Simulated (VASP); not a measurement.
# MgB2 (P6/mmm) in VASP: single point with PBE

Aim: the single point of MgB2 with PBE.

All numbers are computed with VASP 6.6.1; they aren't measurements. Logs are shortened: lines on timing, memory, paths and dates and some standing lists are left out, and cuts for length are marked.

## (1) The cell of the first run

The structure is hexagonal, space group P6/mmm (No. 191). Conventional cell: a = 3.085 Å, b = 3.085 Å, c = 3.523 Å, α = 90.00°, β = 90.00°, γ = 120.00°. Mg (site symmetry 6/mmm) has 12 B at 2.51 Å and 6 Mg at 3.08 Å within 3.3 Å. B (site symmetry -6m2) has 3 B at 1.78 Å within 2.4 Å.

## (2) Single point, PBE

Contents of INCAR:

```
SYSTEM = MgB2
PREC     = Accurate       ! precision mode
ENCUT    = 600            ! plane-wave cutoff, eV
EDIFF    = 1E-6           ! SCF threshold, eV
ISMEAR   = 0              ! smearing method
SIGMA    = 0.15           ! smearing width, eV
LREAL    = .False.        ! projectors in reciprocal space
LASPH    = .True.         ! aspherical terms in the spheres
NELM     = 120            ! most SCF steps
ALGO     = Normal         ! electronic algorithm
ISIF     = 2              ! what is computed and relaxed
LWAVE    = .False.        ! write WAVECAR
LCHARG   = .False.        ! write CHGCAR
GGA      = PE             ! functional
NBANDS   = 11             ! bands
GGA_COMPAT= .False.
```

Contents of KPOINTS:

```
Automatic mesh
0
Gamma
  8 8 6
  0 0 0
```

Contents of POSCAR:

```
MgB2
1.0
    3.0850000000      0.0000000000      0.0000000000
   -1.5425000000      2.6716883700      0.0000000000
    0.0000000000      0.0000000000      3.5230000000
Mg B
1 2
Direct
    0.0000000000      0.0000000000      0.0000000000
    0.3333333300      0.6666666700      0.5000000000
    0.6666666700      0.3333333300      0.5000000000
```

Potentials or basis: VASP PAW PBE potentials, release 64 (Mg, B).

The run is started by

```sh
$ cat potpaw_PBE.64/Mg/POTCAR potpaw_PBE.64/B/POTCAR > POTCAR
$ mpirun -np 1 vasp_std > vasp.out
```

OUTCAR:

```text
SYSTEM = MgB2
   PREC = Accurate
   ENCUT = 600
   EDIFF = 1E-6
   ISMEAR = 0
   LREAL = .False.
   LASPH = .True.
   NELM = 120
   ISIF = 2
   GGA = PE

 ion  position               nearest neighbor table
   1  0.000  0.000  0.000-   2 2.51   3 2.51   2 2.51   3 2.51   2 2.51   2 2.51   3 2.51   3 2.51
                             3 2.51   3 2.51   2 2.51   2 2.51
   2  0.333  0.667  0.500-   3 1.78   3 1.78   3 1.78   1 2.51   1 2.51   1 2.51   1 2.51   1 2.51
                             1 2.51
   3  0.667  0.333  0.500-   2 1.78   2 1.78   2 1.78   1 2.51   1 2.51   1 2.51   1 2.51   1 2.51
                             1 2.51

  LATTYP: Found a hexagonal cell.
 ALAT       =     3.0850000000
 C/A-ratio  =     1.1419773096

  Lattice vectors:

 A1 = (   3.0850000000,   0.0000000000,   0.0000000000)
 A2 = (  -1.5425000000,   2.6716883700,   0.0000000000)
 A3 = (   0.0000000000,   0.0000000000,   3.5230000000)

Analysis of symmetry for initial positions (statically):
=====================================================================
 Subroutine PRICEL returns:
 Original cell was already a primitive cell.

 Routine SETGRP: Setting up the symmetry group for a
 hexagonal supercell.

 Subroutine GETGRP returns: Found 24 space group operations
 (whereof 24 operations were pure point group operations)
 out of a pool of 24 trial point group operations.

The static configuration has the point symmetry D_6h.

Analysis of symmetry for dynamics (positions and initial velocities):
=====================================================================
 Subroutine PRICEL returns:
 Original cell was already a primitive cell.

 Routine SETGRP: Setting up the symmetry group for a
 hexagonal supercell.

 Subroutine GETGRP returns: Found 24 space group operations
 (whereof 24 operations were pure point group operations)
 out of a pool of 24 trial point group operations.

The dynamic configuration has the point symmetry D_6h.

 Subroutine INISYM returns: Found 24 space group operations
 (whereof 24 operations are pure point group operations),
 and found     1 'primitive' translations

----------------------------------------------------------------------------------------

                                     Primitive cell

  volume of cell :      29.0371

  direct lattice vectors                    reciprocal lattice vectors
     3.085000000  0.000000000  0.000000000     0.324149109  0.187147575  0.000000000
    -1.542500000  2.671688370  0.000000000     0.000000000  0.374295150  0.000000000
     0.000000000  0.000000000  3.523000000     0.000000000  0.000000000  0.283848992

  length of vectors
     3.085000000  3.084999999  3.523000000     0.374295150  0.374295150  0.283848992

  position of ions in fractional coordinates (direct lattice)
     0.000000000  0.000000000  0.000000000
     0.333333330  0.666666670  0.500000000
     0.666666670  0.333333330  0.500000000

  ion indices of the primitive-cell ions
   primitive index   ion index
                 1           1
                 2           2
                 3           3

----------------------------------------------------------------------------------------

 KPOINTS: Automatic mesh

Automatic generation of k-mesh.
 Grid dimensions read from file:
 generate k-points for:    8    8    6

 Generating k-lattice:

  Cartesian coordinates                     Fractional coordinates (reciprocal lattice)
     0.040518639  0.023393447  0.000000000     0.125000000  0.000000000  0.000000000
     0.000000000  0.046786894  0.000000000     0.000000000  0.125000000  0.000000000
     0.000000000  0.000000000  0.047308165     0.000000000  0.000000000  0.166666667

  Length of vectors
     0.046786894  0.046786894  0.047308165

  Shift w.r.t. Gamma in fractional coordinates (k-lattice)
     0.000000000  0.000000000  0.000000000

 Subroutine IBZKPT returns following result:
 ===========================================

 Found     40 irreducible k-points:

 Following reciprocal coordinates:
            Coordinates               Weight
  0.000000  0.000000  0.000000      1.000000
  0.125000 -0.000000  0.000000      6.000000
  0.250000 -0.000000  0.000000      6.000000
  0.375000  0.000000  0.000000      6.000000
  0.500000 -0.000000  0.000000      3.000000
  0.125000  0.125000  0.000000      6.000000
[... 16 lines left out ...]
  0.250000 -0.000000  0.333333     12.000000
  0.375000  0.000000  0.333333     12.000000
 [... further k-points ...]
   k-points           NKPTS =     40   k-points in BZ     NKDIM =     40   number of bands    NBANDS=     11
   number of dos      NEDOS =    301   number of ions     NIONS =      3
   total plane-waves  NPLWV =  21952
   dimension x,y,z NGX =    28 NGY =   28 NGZ =   28
   dimension x,y,z NGXF=    56 NGYF=   56 NGZF=   56
   ions per type =               1   2
   NGX,Y,Z   is equivalent  to a cutoff of  15.09, 15.09, 13.21 a.u.
   NGXF,Y,Z  is equivalent  to a cutoff of  30.18, 30.18, 26.43 a.u.
 SYSTEM =  MgB2
   PREC   = accura    normal or accurate (medium, high low for compatibility)
   ISTART =      0    job   : 0-new  1-cont  2-samecut
   ICHARG =      2    charge: 1-file 2-atom 10-const
   ISPIN  =      1    spin polarized calculation?
   LNONCOLLINEAR =      F non collinear calculations
   LSORBIT =      F    spin-orbit coupling
   LASPH  =      T    aspherical Exc in radial PAW
   ENCUT  =  600.0 eV  44.10 Ry    6.64 a.u.   6.16  6.16  7.04*2*pi/ulx,y,z
   NELM   =    120;   NELMIN=  2; NELMDL= -5     # of ELM steps
   EDIFF  = 0.1E-05   stopping-criterion for ELM
   LREAL  =      F    real-space projection
   EDIFFG = 0.1E-04   stopping-criterion for IOM
   NSW    =      0    number of steps for IOM
   IBRION =     -1    ionic relax: 0-MD 1-quasi-New 2-CG
   NFREE  =      0    steps in history (QN), initial steepest desc. (CG)
   ISIF   =      2    stress and relaxation
   ISYM   =      2    0-nonsym 1-usesym 2-fastsym
   POTIM  = 0.5000    time-step for ionic-motion
   TEBEG  =    0.0;   TEEND  =   0.0 temperature during run
   PSTRESS=    0.0 pullay stress
   NELECT =       8.0000    total number of electrons
   NUPDOWN=      -1.0000    fix difference up-down
   EMIN   =  10.00;   EMAX   =-10.00  energy-range for DOS
   EFERMI =   0.00;   METHOD = LEGACY
   ISMEAR =     0;   SIGMA  =   0.15  broadening in eV -4-tet -1-fermi 0-gaus
   EFERMI_NEDOS =   21; number of points for ismear=-14 and -15
   IALGO  =     38    algorithm
   IMIX   =      4    mixing-type and parameters
     AMIX     =   0.40;   BMIX     =  1.00
     AMIX_MAG =   1.60;   BMIX_MAG =  1.00
  volume/ion in A,a.u.               =       9.68        65.32
  Fermi-wavevector in a.u.,A,eV,Ry     =   1.065255  2.013040 15.439462  1.134768
  Thomas-Fermi vector in A             =   2.200801
   LORBIT       =      0    0 simple, 1 ext, 2 COOP (PROOUT), +10 PAW based schemes
   GGA     = PE    functional components
   LHFCALC =     F    Hartree Fock is set to
   AEXX    =    0.0000 exact exchange contribution
   IVDW    =     0    specifies the selected vdW correction
   LEPSILON=     F    determine dielectric tensor
   LRPA    =     F    only Hartree local field effects (RPA)
 non-spin polarized calculation
 Gauss-broadening in eV      SIGMA  =   0.15
  energy-cutoff  :      600.00
  volume of cell :       29.04
 maximum number of plane-waves:       986
 NGX is ok and might be reduce to    28
   NGX = 13   NGY = 13   NGZ = 15

 number of electron       8.0000000 magnetization

 Free energy of the ion-electron system (eV)
  ---------------------------------------------------
  ext. energy  EPLUGINS =         0.00000000
  ---------------------------------------------------
  free energy    TOTEN  =       -15.32070829 eV

  energy without entropy =      -15.30703466  energy(sigma->0) =      -15.31387148

 E-fermi :   5.2557     XC(G=0): -10.9117

 val. band max:        5.1861305092   @ k =   0.2500   0.2500   0.5000
 cond. band min:       5.3004832989   @ k =   0.2500   0.2500   0.0000
 fundamental gap:      0.1143527897
 Fermi energy:         5.2556531402

 k-point     1 :       0.0000    0.0000    0.0000
  band No.  band energies     occupation
      1      -7.1527      2.00000
      2       2.3275      2.00000
      3       5.6204      0.00058
      4       5.6204      0.00058
      5       6.9160      0.00000
      6      11.5595      0.00000
      7      11.5595      0.00000
      8      13.3342      0.00000
      9      15.1899      0.00000
     10      17.9128      0.00000
     11      21.4039      0.00000

 k-point     2 :       0.1250   -0.0000    0.0000
  band No.  band energies     occupation
      1      -6.8819      2.00000
      2       2.5916      2.00000
      3       4.3547      2.00000
      4       5.0438      1.95418
      5       7.1627      0.00000
      6      11.3048      0.00000
      7      12.6812      0.00000
      8      13.9282      0.00000
      9      14.2631      0.00000
     10      19.1892      0.00000
     11      20.2997      0.00000

 k-point     3 :       0.2500   -0.0000    0.0000
  band No.  band energies     occupation
      1      -6.0768      2.00000
      2       1.8762      2.00000
      3       3.3681      2.00000
      4       4.0590      2.00000
      5       7.8849      0.00000
      6      10.5872      0.00000
      7      12.0785      0.00000
      8      14.5192      0.00000
      9      15.2352      0.00000
     10      19.1750      0.00000
     11      19.4252      0.00000
[... 267 lines left out ...]
 k-point    23 :       0.2500   -0.0000    0.3333
  band No.  band energies     occupation
      1      -5.2942      2.00000
      2      -0.0422      2.00000
      3       2.3420      2.00000
      4       4.2933      2.00000
      5       9.0581      0.00000
      6      11.1571      0.00000
      7      13.6840      0.00000
      8      15.4808      0.00000
      9      15.8752      0.00000
     10      16.2534      0.00000
     11      17.1101      0.00000

 k-point    24 :       0.3750    0.0000    0.3333
  band No.  band energies     occupation
      1      -4.0409      2.00000
      2      -0.0947      2.00000
      3       1.3319      2.00000
      4       3.5614      2.00000
      5       6.3742      0.00000
      6      10.6863      0.00000
      7      14.5015      0.00000
      8      15.0267      0.00000
      9      15.5201      0.00000
     10      18.2345      0.00000
     11      18.7217      0.00000

 [... further k-points ...]
[... 5 lines left out ...]
  --------------------------------------------------------------------------------------
  -------------------------------------------------------------------------------------
  Total       -0.1775507     -0.1775507     -0.2742386      0.0000000     -0.0000000      0.0000000
  in kB       -9.7966892     -9.7966892    -15.1316220      0.0000000     -0.0000000      0.0000000
  external PRESSURE =     -11.5750001 kB  Pullay stress =       0.0000000 kB

 VOLUME and BASIS-vectors are now :
 -----------------------------------------------------------------------------
  energy-cutoff  :      600.00
  volume of cell :       29.04
      direct lattice vectors                 reciprocal lattice vectors
     3.085000000  0.000000000  0.000000000     0.324149109  0.187147575  0.000000000
    -1.542500000  2.671688370  0.000000000     0.000000000  0.374295150  0.000000000
     0.000000000  0.000000000  3.523000000     0.000000000  0.000000000  0.283848992

 POSITION                                       TOTAL-FORCE (eV/Angst)
 -----------------------------------------------------------------------------------
      0.00000      0.00000      0.00000         0.000000      0.000000     -0.000000
     -0.00000      1.78113      1.76150         0.000000      0.000000     -0.000000
      1.54250      0.89056      1.76150        -0.000000     -0.000000      0.000000
 -----------------------------------------------------------------------------------
    total drift:                                0.000000      0.000000      0.000000

  FREE ENERGIE OF THE ION-ELECTRON SYSTEM (eV)
  ---------------------------------------------------
  free  energy   TOTEN  =       -15.3207082936 eV

  energy  without entropy=      -15.3070346585  energy(sigma->0) =      -15.31387148
```

Run time: 16 s. Hardware: 1 thread of Intel Xeon Platinum 8259CL at 2.50GHz (Skylake/Cascade Lake), shared host; peak memory 0.16 GiB.

Results:

```
Free energy            : -15.3207 eV
Pressure               : -1.2 GPa
Band gap on the k mesh : zero (band 4 reaches 6.37 eV, above the bottom of band 5 at 3.82 eV)
```
